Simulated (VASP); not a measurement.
# AlN in VASP: single point with PBE

Aim: the single point of AlN with PBE.

Everything below comes from runs of VASP 6.6.1. Logs are shortened: lines on timing, memory, paths and dates and some standing lists are left out, and cuts for length are marked.

## 1. The cell of the first run

The typed cell holds 4 atoms: a = 3.114 Å, b = 3.114 Å, c = 4.403 Å, α = 90.00°, β = 90.00°, γ = 90.00°.

## 2. Single point, PBE

File INCAR:

```
SYSTEM = AlN
  PREC = Accurate
  ENCUT = 520
  EDIFF = 1E-6
  ISMEAR = 0
  SIGMA = 0.05
  LREAL = .FALSE.
  LASPH = .TRUE.
  NELM = 100
  ALGO = Normal
  ISIF = 2
  LWAVE = .FALSE.
  LCHARG = .FALSE.
  GGA = PE
  NBANDS = 16
```

File KPOINTS:

```
Automatic mesh
0
G
  8 8 6
  0 0 0
```

File POSCAR:

```
AlN
1.0
    0.0000000000     -2.2015871054     -2.2015871054
    0.0000000000      2.2015871054     -2.2015871054
    4.4031742107      0.0000000000      0.0000000000
Al N
2 2
Direct
    0.4999977866      0.5000170626      0.4999890621
   -0.0000238137     -0.0000120050     -0.0000046177
    0.0000026304      0.4999974220      0.2500045688
    0.5000233967     -0.0000024796      0.7500109868
```

Potentials or basis: VASP PAW PBE potentials, release 64 (Al, N).

Run with:

```bash
cat potpaw_PBE.64/Al/POTCAR potpaw_PBE.64/N/POTCAR > POTCAR
mpirun -np 1 vasp_std > vasp.out
```

OUTCAR:

```text
SYSTEM = AlN
   PREC = Accurate
   ENCUT = 520
   EDIFF = 1E-6
   ISMEAR = 0
   LREAL = .FALSE.
   LASPH = .TRUE.
   NELM = 100
   ISIF = 2
   GGA = PE

 ion  position               nearest neighbor table
   1  0.500  0.500  0.500-   3 1.91   3 1.91   4 1.91   4 1.91   2 3.11   2 3.11   2 3.11   2 3.11
                             2 3.11   2 3.11   2 3.11   2 3.11
   2  1.000  1.000  1.000-   4 1.91   3 1.91   3 1.91   4 1.91   1 3.11   1 3.11   1 3.11   1 3.11
                             1 3.11   1 3.11   1 3.11   1 3.11
   3  0.000  0.500  0.250-   1 1.91   1 1.91   2 1.91   2 1.91
   4  0.500  1.000  0.750-   2 1.91   1 1.91   2 1.91   1 1.91

  LATTYP: Found a simple tetragonal cell.
 ALAT       =     3.1135143432
 C/A-ratio  =     1.4142135623

  Lattice vectors:

 A1 = (   0.0000000000,  -2.2015871054,  -2.2015871054)
 A2 = (   0.0000000000,   2.2015871054,  -2.2015871054)
 A3 = (   4.4031742107,   0.0000000000,   0.0000000000)

Analysis of symmetry for initial positions (statically):
=====================================================================
 Subroutine PRICEL returns:
 Original cell was already a primitive cell.

 Routine SETGRP: Setting up the symmetry group for a
 simple tetragonal supercell.

 Subroutine GETGRP returns: Found  1 space group operations
 (whereof  1 operations were pure point group operations)
 out of a pool of 16 trial point group operations.

The static configuration has the point symmetry C_1 .

Analysis of symmetry for dynamics (positions and initial velocities):
=====================================================================
 Subroutine PRICEL returns:
 Original cell was already a primitive cell.

 Routine SETGRP: Setting up the symmetry group for a
 simple tetragonal supercell.

 Subroutine GETGRP returns: Found  1 space group operations
 (whereof  1 operations were pure point group operations)
 out of a pool of 16 trial point group operations.

The dynamic configuration has the point symmetry C_1 .

 Subroutine INISYM returns: Found  1 space group operations
 (whereof  1 operations are pure point group operations),
 and found     1 'primitive' translations

----------------------------------------------------------------------------------------

                                     Primitive cell

  volume of cell :      42.6842

  direct lattice vectors                    reciprocal lattice vectors
     0.000000000 -2.201587105 -2.201587105     0.000000000 -0.227108888 -0.227108888
     0.000000000  2.201587105 -2.201587105     0.000000000  0.227108888 -0.227108888
     4.403174211  0.000000000  0.000000000     0.227108888  0.000000000  0.000000000

  length of vectors
     3.113514343  3.113514343  4.403174211     0.321180470  0.321180470  0.227108888

  position of ions in fractional coordinates (direct lattice)
     0.499997787  0.500017063  0.499989062
     0.999976186  0.999987995  0.999995382
     0.000002630  0.499997422  0.250004569
     0.500023397  0.999997520  0.750010987

  ion indices of the primitive-cell ions
   primitive index   ion index
                 1           1
                 2           2
                 3           3
                 4           4

----------------------------------------------------------------------------------------

 KPOINTS: Automatic mesh

Automatic generation of k-mesh.
 Grid dimensions read from file:
 generate k-points for:    8    8    6

 Generating k-lattice:

  Cartesian coordinates                     Fractional coordinates (reciprocal lattice)
     0.000000000 -0.028388611 -0.028388611     0.125000000  0.000000000  0.000000000
     0.000000000  0.028388611 -0.028388611     0.000000000  0.125000000  0.000000000
     0.037851481  0.000000000  0.000000000     0.000000000  0.000000000  0.166666667

  Length of vectors
     0.040147559  0.040147559  0.037851481

  Shift w.r.t. Gamma in fractional coordinates (k-lattice)
     0.000000000  0.000000000  0.000000000

 Subroutine IBZKPT returns following result:
 ===========================================

 Found    196 irreducible k-points:

 Following reciprocal coordinates:
            Coordinates               Weight
  0.000000  0.000000  0.000000      1.000000
  0.125000  0.000000  0.000000      2.000000
  0.000000  0.125000  0.000000      2.000000
  0.250000  0.000000  0.000000      2.000000
  0.000000  0.250000  0.000000      2.000000
  0.375000  0.000000  0.000000      2.000000
[... 16 lines left out ...]
 -0.250000  0.250000  0.000000      2.000000
  0.375000  0.250000  0.000000      2.000000
 [... further k-points ...]
   k-points           NKPTS =    196   k-points in BZ     NKDIM =    196   number of bands    NBANDS=     16
   number of dos      NEDOS =    301   number of ions     NIONS =      4
   total plane-waves  NPLWV =  20736
   dimension x,y,z NGX =    24 NGY =   24 NGZ =   36
   dimension x,y,z NGXF=    48 NGYF=   48 NGZF=   72
   ions per type =               2   2
   NGX,Y,Z   is equivalent  to a cutoff of  12.81, 12.81, 13.59 a.u.
   NGXF,Y,Z  is equivalent  to a cutoff of  25.63, 25.63, 27.18 a.u.
 SYSTEM =  AlN
   PREC   = accura    normal or accurate (medium, high low for compatibility)
   ISTART =      0    job   : 0-new  1-cont  2-samecut
   ICHARG =      2    charge: 1-file 2-atom 10-const
   ISPIN  =      1    spin polarized calculation?
   LNONCOLLINEAR =      F non collinear calculations
   LSORBIT =      F    spin-orbit coupling
   LASPH  =      T    aspherical Exc in radial PAW
   ENCUT  =  520.0 eV  38.22 Ry    6.18 a.u.   5.79  5.79  8.19*2*pi/ulx,y,z
   NELM   =    100;   NELMIN=  2; NELMDL= -5     # of ELM steps
   EDIFF  = 0.1E-05   stopping-criterion for ELM
   LREAL  =      F    real-space projection
   EDIFFG = 0.1E-04   stopping-criterion for IOM
   NSW    =      0    number of steps for IOM
   IBRION =     -1    ionic relax: 0-MD 1-quasi-New 2-CG
   NFREE  =      0    steps in history (QN), initial steepest desc. (CG)
   ISIF   =      2    stress and relaxation
   ISYM   =      2    0-nonsym 1-usesym 2-fastsym
   POTIM  = 0.5000    time-step for ionic-motion
   TEBEG  =    0.0;   TEEND  =   0.0 temperature during run
   PSTRESS=    0.0 pullay stress
   NELECT =      16.0000    total number of electrons
   NUPDOWN=      -1.0000    fix difference up-down
   EMIN   =  10.00;   EMAX   =-10.00  energy-range for DOS
   EFERMI =   0.00;   METHOD = LEGACY
   ISMEAR =     0;   SIGMA  =   0.05  broadening in eV -4-tet -1-fermi 0-gaus
   EFERMI_NEDOS =   21; number of points for ismear=-14 and -15
   IALGO  =     38    algorithm
   IMIX   =      4    mixing-type and parameters
     AMIX     =   0.40;   BMIX     =  1.00
     AMIX_MAG =   1.60;   BMIX_MAG =  1.00
  volume/ion in A,a.u.               =      10.67        72.01
  Fermi-wavevector in a.u.,A,eV,Ry     =   1.180390  2.230614 18.957286  1.393321
  Thomas-Fermi vector in A             =   2.316684
   LORBIT       =      0    0 simple, 1 ext, 2 COOP (PROOUT), +10 PAW based schemes
   GGA     = PE    functional components
   LHFCALC =     F    Hartree Fock is set to
   AEXX    =    0.0000 exact exchange contribution
   IVDW    =     0    specifies the selected vdW correction
   LEPSILON=     F    determine dielectric tensor
   LRPA    =     F    only Hartree local field effects (RPA)
 non-spin polarized calculation
 Gauss-broadening in eV      SIGMA  =   0.05
  energy-cutoff  :      520.00
  volume of cell :       42.68
 maximum number of plane-waves:      1176
   NGX = 11   NGY = 11   NGZ = 17

 number of electron      15.9999997 magnetization

 Free energy of the ion-electron system (eV)
  ---------------------------------------------------
  ext. energy  EPLUGINS =         0.00000000
  ---------------------------------------------------
  free energy    TOTEN  =       -29.69476534 eV

  energy without entropy =      -29.69476534  energy(sigma->0) =      -29.69476534

 E-fermi :   6.0482     XC(G=0): -10.8290

 val. band max:        5.7449492627   @ k =   0.0000   0.0000   0.0000
 cond. band min:       9.0500481759   @ k =   0.5000   0.5000   0.0000
 fundamental gap:      3.3050989132
 Fermi energy:         6.0482432380

 k-point     1 :       0.0000    0.0000    0.0000
  band No.  band energies     occupation
      1      -9.0976      2.00000
      2      -6.5071      2.00000
      3       0.9154      2.00000
      4       3.9966      2.00000
      5       3.9969      2.00000
      6       5.7444      2.00000
[... 8 lines left out ...]
     15      19.3806      0.00000
     16      21.1802      0.00000

 k-point     2 :       0.1250    0.0000    0.0000
  band No.  band energies     occupation
      1      -8.9495      2.00000
      2      -6.4962      2.00000
      3       1.0826      2.00000
      4       3.3211      2.00000
      5       4.1013      2.00000
      6       4.9616      2.00000
[... 8 lines left out ...]
     15      19.1312      0.00000
     16      20.7213      0.00000

 k-point     3 :       0.0000    0.1250    0.0000
  band No.  band energies     occupation
      1      -8.9495      2.00000
      2      -6.4962      2.00000
      3       1.0826      2.00000
      4       3.3213      2.00000
      5       4.1011      2.00000
      6       4.9619      2.00000
[... 8 lines left out ...]
     15      19.1311      0.00000
     16      20.7215      0.00000

 k-point     4 :       0.2500    0.0000    0.0000
  band No.  band energies     occupation
      1      -8.5275      2.00000
      2      -6.5248      2.00000
      3       1.5434      2.00000
      4       2.1857      2.00000
      5       3.5280      2.00000
      6       4.3929      2.00000
[... 8 lines left out ...]
     15      18.5191      0.00000
     16      19.6880      0.00000
[... 324 lines left out ...]
 k-point    22 :       0.2500    0.2500    0.0000
  band No.  band energies     occupation
      1      -8.0044      2.00000
      2      -6.4539      2.00000
      3       1.9912      2.00000
      4       2.3903      2.00000
      5       2.8770      2.00000
      6       3.1027      2.00000
[... 8 lines left out ...]
     15      17.5789      0.00000
     16      19.5038      0.00000

 k-point    23 :      -0.2500    0.2500    0.0000
  band No.  band energies     occupation
      1      -8.0044      2.00000
      2      -6.4539      2.00000
      3       1.9912      2.00000
      4       2.3903      2.00000
      5       2.8770      2.00000
      6       3.1027      2.00000
[... 8 lines left out ...]
     15      17.5789      0.00000
     16      19.5038      0.00000

 k-point    24 :       0.3750    0.2500    0.0000
  band No.  band energies     occupation
      1      -7.4557      2.00000
      2      -6.5508      2.00000
      3       1.5217      2.00000
      4       2.0090      2.00000
      5       2.8793      2.00000
      6       3.5178      2.00000
[... 8 lines left out ...]
     15      18.8592      0.00000
     16      19.8481      0.00000

 [... further k-points ...]

------------------------ aborting loop because EDIFF is reached ----------------------------------------

  FORCE on cell =-STRESS in cart. coord.  units (eV):
  Direction    XX          YY          ZZ          XY          YZ          ZX
  --------------------------------------------------------------------------------------
  -------------------------------------------------------------------------------------
  Total       -0.0697394     -0.0688527     -0.0688527     -0.0007420      0.0010984     -0.0010974
  in kB       -2.6177084     -2.5844251     -2.5844254     -0.0278520      0.0412276     -0.0411926
  external PRESSURE =      -2.5955196 kB  Pullay stress =       0.0000000 kB

 VOLUME and BASIS-vectors are now :
 -----------------------------------------------------------------------------
  energy-cutoff  :      520.00
  volume of cell :       42.68
      direct lattice vectors                 reciprocal lattice vectors
     0.000000000 -2.201587105 -2.201587105     0.000000000 -0.227108888 -0.227108888
     0.000000000  2.201587105 -2.201587105     0.000000000  0.227108888 -0.227108888
     4.403174211  0.000000000  0.000000000     0.227108888  0.000000000  0.000000000

 POSITION                                       TOTAL-FORCE (eV/Angst)
 -----------------------------------------------------------------------------------
      2.20154      0.00004     -2.20162         0.001390     -0.000882      0.000475
      4.40315      0.00003     -4.40310         0.000486     -0.000993     -0.001740
      1.10081      1.10078     -1.10079        -0.000587      0.000058      0.000282
      3.30243      1.10074     -3.30243        -0.001289      0.001816      0.000983
 -----------------------------------------------------------------------------------
    total drift:                                0.000001      0.000000      0.000001

  FREE ENERGIE OF THE ION-ELECTRON SYSTEM (eV)
  ---------------------------------------------------
  free  energy   TOTEN  =       -29.6947653414 eV

  energy  without entropy=      -29.6947653414  energy(sigma->0) =      -29.69476534
```

It took 32 s on 1 thread of Intel Xeon 6975P-C (Granite Rapids), shared host; peak memory 0.23 GiB.

Results:

| Property | Result |
| --- | --- |
| Free energy | -29.6948 eV |
| Pressure | -0.3 GPa |
| Band gap on the k mesh | 3.31 eV |
